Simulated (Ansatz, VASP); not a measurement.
## Two plane-wave programs on LaGeS

```
Ge S La
1.0
     3.95997    0.00000    0.00000
     0.00000    3.95997    0.00000
     0.00000    0.00000    8.62961
Ge S La
2 2 2
Direct
  0.00000 0.50000 0.63200
  0.50000 0.00000 0.36800
  0.00000 0.00000 0.00000
  0.50000 0.50000 0.00000
  0.00000 0.50000 0.28880
  0.50000 0.00000 0.71120
```

Alike in both runs: task single point; functional r2SCAN; k mesh 5 × 5 × 2; occupations fermi-dirac, width 0.0707 eV; no spin polarisation.

```csv
,VASP,Ansatz
version,VASP 6.6.1,Ansatz 0.2.0
potentials or method,"VASP PAW PBE potentials, release 64 (Ge_d, S, La), cutoff 520 eV",PAW plane waves
valence electrons in the cell,62,62
```

|  | VASP | Ansatz | Ansatz less VASP |
| --- | --- | --- | --- |
| gap on the k mesh at the Fermi level (eV) | none | none | - |
| pressure (GPa) | 6.3 | 6.5 | +0.17 |
| traceless stress, the component that is largest in VASP (GPa) | -7.97 | -7.95 | +0.024 |
| rms of the force components (eV/Å) | 0.796 | 0.798 | +0.0021 |

VASP's potentials were made for PBE, not for r2SCAN. Atom by atom the forces differ by 0.003 eV/Å (rms over components). A gap of «none» marks a metal or a gap that the smearing closes.

The k mesh is coarse, so the values compare programs but aren't converged. Neither program's run includes spin-orbit coupling.
